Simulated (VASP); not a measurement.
In3TeW:

```
In Te W
1.0
     5.02239    0.00000    0.00000
     0.00000    5.02239    0.00000
     0.00000    0.00000    5.02239
In Te W
3 1 1
Direct
  0.50000 0.50000 0.00000
  0.00000 0.50000 0.50000
  0.50000 0.00000 0.50000
  0.00000 0.00000 0.00000
  0.50000 0.50000 0.50000
```

```yaml
Program: VASP 6.6.1
Task: relaxation of cell and atoms
Functional: PBE
Potentials_or_basis: VASP PAW PBE potentials, release 64 (In_d, Te, W_sv)
Cutoff: 600 eV
k_mesh: 4 × 4 × 4
Occupations: gaussian, width 0.1 eV
Spin: no spin polarisation
```

At the start: pressure 16.3 GPa; volume 25.34 Å³/atom.

Task: How do energy, volume and symmetry change on relaxing?

Result: Over 3 steps the energy falls by 253.0 meV/atom and the volume is 31.43 Å³/atom (+24.0 %); space group Pm-3m (No. 221, to 0.05 Å).

Step by step:
```tsv
step	energy change (eV)	largest force (eV/Å)	pressure (GPa)	volume (Å³)
1	0.0000	0.0000	16.32	126.69
2	-0.9061	0.0000	-4.44	180.13
3	-1.2648	0.0000	0.05	157.13
```

Final structure:
```cif
data_structure
_symmetry_space_group_name_H-M 'P 1'
_symmetry_Int_Tables_number 1
_cell_length_a 5.3961
_cell_length_b 5.3961
_cell_length_c 5.3961
_cell_angle_alpha 90.000
_cell_angle_beta 90.000
_cell_angle_gamma 90.000
_cell_volume 157.13
loop_
_atom_site_label
_atom_site_type_symbol
_atom_site_fract_x
_atom_site_fract_y
_atom_site_fract_z
_atom_site_occupancy
In1 In 0.50000 0.50000 0.00000 1
In2 In 0.00000 0.50000 0.50000 1
In3 In 0.50000 0.00000 0.50000 1
Te1 Te 0.00000 0.00000 0.00000 1
W1 W 0.50000 0.50000 0.50000 1
```

Caveat: the volume moved by over 15 % at a fixed basis, so the end points are rough.
